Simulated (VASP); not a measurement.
# Cu (P6_3/mmc) in VASP: notebook

The runs below take Cu through single point, with PBEsol.

Everything below comes from runs of VASP 6.6.1. Logs are shortened: lines on timing, memory, paths and dates and some standing lists are left out, and cuts for length are marked.

## 1. The cell of the first run

Symmetry: P6_3/mmc, No. 194, hexagonal system. Conventional cell: a = 2.482 Å, b = 2.482 Å, c = 4.029 Å, α = 90.00°, β = 90.00°, γ = 120.00°. Cu (site symmetry -6m2) has 12 Cu at 2.47 to 2.48 Å within 3.3 Å.

This isn't the form of Cu at room conditions, which is fcc.

## 2. Single point, PBEsol

Contents of INCAR:

```
SYSTEM = Cu
ALGO     = Normal         ! electronic algorithm
EDIFF    = 1E-7           ! SCF threshold, eV
ENCUT    = 520            ! plane-wave cutoff, eV
GGA      = PS             ! functional
ISIF     = 2              ! what is computed and relaxed
ISMEAR   = -1             ! smearing method
LASPH    = .True.         ! aspherical terms in the spheres
LCHARG   = .False.        ! write CHGCAR
LREAL    = .False.        ! projectors in reciprocal space
LWAVE    = .False.        ! write WAVECAR
NBANDS   = 18             ! bands
NELM     = 60             ! most SCF steps
PREC     = Accurate       ! precision mode
SIGMA    = 0.1            ! smearing width, eV
```

Contents of KPOINTS:

```
k-points
0
Gamma
  13 13 7
  0 0 0
```

Contents of POSCAR:

```
Cu
1.0
    2.4823658961      0.0000000000      0.0000000000
   -1.2411829431      2.1497919257      0.0000000000
    0.0000000000      0.0000000000      4.0286174227
Cu
2
Direct
    0.3333333333      0.6666666667      0.2500000000
    0.6666666667      0.3333333333      0.7500000000
```

Potentials or basis: VASP PAW PBE potentials, release 64 (Cu).

Run with:

```bash
> cat potpaw_PBE.64/Cu/POTCAR > POTCAR
> mpirun -np 1 vasp_std > vasp.out
```

OUTCAR:

```text
SYSTEM = Cu
   EDIFF = 1E-7
   ENCUT = 520
   GGA = PS
   ISIF = 2
   ISMEAR = -1
   LASPH = .True.
   LREAL = .False.
   NELM = 60
   PREC = Accurate

 ion  position               nearest neighbor table
   1  0.333  0.667  0.250-   2 2.47   2 2.47   2 2.47   2 2.47   2 2.47   2 2.47
   2  0.667  0.333  0.750-   1 2.47   1 2.47   1 2.47   1 2.47   1 2.47   1 2.47

  LATTYP: Found a hexagonal cell.
 ALAT       =     2.4823658961
 C/A-ratio  =     1.6228942836

  Lattice vectors:

 A1 = (   2.4823658961,   0.0000000000,   0.0000000000)
 A2 = (  -1.2411829431,   2.1497919257,   0.0000000000)
 A3 = (   0.0000000000,   0.0000000000,   4.0286174227)

Analysis of symmetry for initial positions (statically):
=====================================================================
 Subroutine PRICEL returns:
 Original cell was already a primitive cell.

 Routine SETGRP: Setting up the symmetry group for a
 hexagonal supercell.

 Subroutine GETGRP returns: Found 24 space group operations
 (whereof 12 operations were pure point group operations)
 out of a pool of 24 trial point group operations.

The static configuration has the point symmetry D_3d.
 The point group associated with its full space group is D_6h.

Analysis of symmetry for dynamics (positions and initial velocities):
=====================================================================
 Subroutine PRICEL returns:
 Original cell was already a primitive cell.

 Routine SETGRP: Setting up the symmetry group for a
 hexagonal supercell.

 Subroutine GETGRP returns: Found 24 space group operations
 (whereof 12 operations were pure point group operations)
 out of a pool of 24 trial point group operations.

The dynamic configuration has the point symmetry D_3d.
 The point group associated with its full space group is D_6h.

 Subroutine INISYM returns: Found 24 space group operations
 (whereof 12 operations are pure point group operations),
 and found     1 'primitive' translations

----------------------------------------------------------------------------------------

                                     Primitive cell

  volume of cell :      21.4990

  direct lattice vectors                    reciprocal lattice vectors
     2.482365896  0.000000000  0.000000000     0.402841500  0.232580647  0.000000000
    -1.241182943  2.149791926  0.000000000     0.000000000  0.465161297  0.000000000
     0.000000000  0.000000000  4.028617423     0.000000000  0.000000000  0.248224116

  length of vectors
     2.482365896  2.482365892  4.028617423     0.465161296  0.465161297  0.248224116

  position of ions in fractional coordinates (direct lattice)
     0.333333333  0.666666667  0.250000000
     0.666666667  0.333333333  0.750000000

  ion indices of the primitive-cell ions
   primitive index   ion index
                 1           1
                 2           2

----------------------------------------------------------------------------------------

 KPOINTS: k-points

Automatic generation of k-mesh.
 Grid dimensions read from file:
 generate k-points for:   13   13    7

 Generating k-lattice:

  Cartesian coordinates                     Fractional coordinates (reciprocal lattice)
     0.030987808  0.017890819  0.000000000     0.076923077 -0.000000000  0.000000000
     0.000000000  0.035781638  0.000000000     0.000000000  0.076923077  0.000000000
     0.000000000  0.000000000  0.035460588     0.000000000  0.000000000  0.142857143

  Length of vectors
     0.035781638  0.035781638  0.035460588

  Shift w.r.t. Gamma in fractional coordinates (k-lattice)
     0.000000000  0.000000000  0.000000000

 Subroutine IBZKPT returns following result:
 ===========================================

 Found     84 irreducible k-points:

 Following reciprocal coordinates:
            Coordinates               Weight
  0.000000  0.000000  0.000000      1.000000
  0.076923  0.000000  0.000000      6.000000
  0.153846  0.000000  0.000000      6.000000
  0.230769  0.000000  0.000000      6.000000
  0.307692  0.000000  0.000000      6.000000
  0.384615  0.000000  0.000000      6.000000
[... 16 lines left out ...]
  0.076923  0.000000  0.142857     12.000000
  0.153846  0.000000  0.142857     12.000000
 [... further k-points ...]
   k-points           NKPTS =     84   k-points in BZ     NKDIM =     84   number of bands    NBANDS=     18
   number of dos      NEDOS =    301   number of ions     NIONS =      2
   total plane-waves  NPLWV =   9720
   dimension x,y,z NGX =    18 NGY =   18 NGZ =   30
   dimension x,y,z NGXF=    36 NGYF=   36 NGZF=   60
   ions per type =               2
   NGX,Y,Z   is equivalent  to a cutoff of  12.05, 12.05, 12.38 a.u.
   NGXF,Y,Z  is equivalent  to a cutoff of  24.11, 24.11, 24.76 a.u.
 SYSTEM =  Cu
   PREC   = accura    normal or accurate (medium, high low for compatibility)
   ISTART =      0    job   : 0-new  1-cont  2-samecut
   ICHARG =      2    charge: 1-file 2-atom 10-const
   ISPIN  =      1    spin polarized calculation?
   LNONCOLLINEAR =      F non collinear calculations
   LSORBIT =      F    spin-orbit coupling
   LASPH  =      T    aspherical Exc in radial PAW
   ENCUT  =  520.0 eV  38.22 Ry    6.18 a.u.   4.62  4.62  7.49*2*pi/ulx,y,z
   NELM   =     60;   NELMIN=  2; NELMDL= -5     # of ELM steps
   EDIFF  = 0.1E-06   stopping-criterion for ELM
   LREAL  =      F    real-space projection
   EDIFFG = 0.1E-05   stopping-criterion for IOM
   NSW    =      0    number of steps for IOM
   IBRION =     -1    ionic relax: 0-MD 1-quasi-New 2-CG
   NFREE  =      0    steps in history (QN), initial steepest desc. (CG)
   ISIF   =      2    stress and relaxation
   ISYM   =      2    0-nonsym 1-usesym 2-fastsym
   POTIM  = 0.5000    time-step for ionic-motion
   TEBEG  =    0.0;   TEEND  =   0.0 temperature during run
   PSTRESS=    0.0 pullay stress
   NELECT =      22.0000    total number of electrons
   NUPDOWN=      -1.0000    fix difference up-down
   EMIN   =  10.00;   EMAX   =-10.00  energy-range for DOS
   EFERMI =   0.00;   METHOD = LEGACY
   ISMEAR =    -1;   SIGMA  =   0.10  broadening in eV -4-tet -1-fermi 0-gaus
   EFERMI_NEDOS =   21; number of points for ismear=-14 and -15
   IALGO  =     38    algorithm
   IMIX   =      4    mixing-type and parameters
     AMIX     =   0.40;   BMIX     =  1.00
     AMIX_MAG =   1.60;   BMIX_MAG =  1.00
  volume/ion in A,a.u.               =      10.75        72.54
  Fermi-wavevector in a.u.,A,eV,Ry     =   1.649718  3.117514 37.029189  2.721569
  Thomas-Fermi vector in A             =   2.738790
   LORBIT       =      0    0 simple, 1 ext, 2 COOP (PROOUT), +10 PAW based schemes
   GGA     = PS    functional components
   LHFCALC =     F    Hartree Fock is set to
   AEXX    =    0.0000 exact exchange contribution
   IVDW    =     0    specifies the selected vdW correction
   LEPSILON=     F    determine dielectric tensor
   LRPA    =     F    only Hartree local field effects (RPA)
 non-spin polarized calculation
  energy-cutoff  :      520.00
  volume of cell :       21.50
 maximum number of plane-waves:       590
   NGX =  9   NGY =  9   NGZ = 15

 number of electron      21.9999988 magnetization

 Free energy of the ion-electron system (eV)
  ---------------------------------------------------
  ext. energy  EPLUGINS =         0.00000000
  ---------------------------------------------------
  free energy    TOTEN  =        -8.57656143 eV

  energy without entropy =       -8.56220963  energy(sigma->0) =       -8.56938553

 E-fermi :   8.6173     XC(G=0): -13.4671

 val. band max:        8.5111216931   @ k =   0.3846   0.0000   0.4286
 cond. band min:       8.6875431847   @ k =   0.1538   0.0000   0.1429
 fundamental gap:      0.1764214917
 Fermi energy:         8.6173471812

 k-point     1 :       0.0000    0.0000    0.0000
  band No.  band energies     occupation
      1      -1.5105      2.00000
      2       2.9731      2.00000
      3       5.3033      2.00000
      4       5.3439      2.00000
      5       5.3439      2.00000
      6       5.5924      2.00000
[... 10 lines left out ...]
     17      33.2632      0.00000
     18      33.2643      0.00000

 k-point     2 :       0.0769    0.0000    0.0000
  band No.  band energies     occupation
      1      -1.3066      2.00000
      2       3.0922      2.00000
      3       5.1596      2.00000
      4       5.4233      2.00000
      5       5.4634      2.00000
      6       5.5562      2.00000
[... 10 lines left out ...]
     17      33.9916      0.00000
     18      34.1313      0.00000

 k-point     3 :       0.1538    0.0000    0.0000
  band No.  band energies     occupation
      1      -0.7076      2.00000
      2       3.4024      2.00000
      3       4.9550      2.00000
      4       5.2162      2.00000
      5       5.4237      2.00000
      6       5.6495      2.00000
[... 10 lines left out ...]
     17      31.8945      0.00000
     18      34.0149      0.00000

 k-point     4 :       0.2308    0.0000    0.0000
  band No.  band energies     occupation
      1       0.2399      2.00000
      2       3.7314      2.00000
      3       4.6320      2.00000
      4       4.7817      2.00000
      5       5.3210      2.00000
      6       5.5760      2.00000
[... 375 lines left out ...]
      4       5.3043      2.00000
      5       5.3043      2.00000
      6       5.5494      2.00000
[... 10 lines left out ...]
     17      31.8429      0.00000
     18      33.1790      0.00000

 k-point    23 :       0.0769    0.0000    0.1429
  band No.  band energies     occupation
      1      -1.1078      2.00000
      2       2.9900      2.00000
      3       5.1555      2.00000
      4       5.3624      2.00000
      5       5.3751      2.00000
      6       5.4486      2.00000
[... 10 lines left out ...]
     17      31.6551      0.00000
     18      33.4192      0.00000

 k-point    24 :       0.1538    0.0000    0.1429
  band No.  band energies     occupation
      1      -0.5152      2.00000
      2       3.3337      2.00000
      3       4.9713      2.00000
      4       5.0065      2.00000
      5       5.3649      2.00000
      6       5.5454      2.00000
[... 10 lines left out ...]
     17      30.8715      0.00000
     18      32.1691      0.00000

 [... further k-points ...]

------------------------ aborting loop because EDIFF is reached ----------------------------------------

  FORCE on cell =-STRESS in cart. coord.  units (eV):
  Direction    XX          YY          ZZ          XY          YZ          ZX
  --------------------------------------------------------------------------------------
  -------------------------------------------------------------------------------------
  Total        1.2305121      1.2305121      1.7717246      0.0000000     -0.0000000      0.0000000
  in kB       91.7018729     91.7018727    132.0348392      0.0000002     -0.0000000      0.0000000
  external PRESSURE =     105.1461949 kB  Pullay stress =       0.0000000 kB

 VOLUME and BASIS-vectors are now :
 -----------------------------------------------------------------------------
  energy-cutoff  :      520.00
  volume of cell :       21.50
      direct lattice vectors                 reciprocal lattice vectors
     2.482365896  0.000000000  0.000000000     0.402841500  0.232580647  0.000000000
    -1.241182943  2.149791926  0.000000000     0.000000000  0.465161297  0.000000000
     0.000000000  0.000000000  4.028617423     0.000000000  0.000000000  0.248224116

 POSITION                                       TOTAL-FORCE (eV/Angst)
 -----------------------------------------------------------------------------------
      0.00000      1.43319      1.00715         0.000000     -0.000000      0.000000
      1.24118      0.71660      3.02146        -0.000000      0.000000      0.000000
 -----------------------------------------------------------------------------------
    total drift:                                0.000000     -0.000000      0.000000

  FREE ENERGIE OF THE ION-ELECTRON SYSTEM (eV)
  ---------------------------------------------------
  free  energy   TOTEN  =        -8.5765614292 eV

  energy  without entropy=       -8.5622096251  energy(sigma->0) =       -8.56938553
```

Wall time 42 s (1 thread of Intel Xeon 8259CL, shared host); peak memory 0.14 GiB.

What came out:

```yaml
Free_energy: -8.5766 eV
Pressure: 10.5 GPa
Band_gap_on_the_k_mesh: zero (bands 11 and 12 overlap by 5.20 eV)
```

Caveat: the cell stands under pressure; the PAW data sets were made with another functional, which shifts forces and pressure a little.

(Part 1 of 3 ends here.)
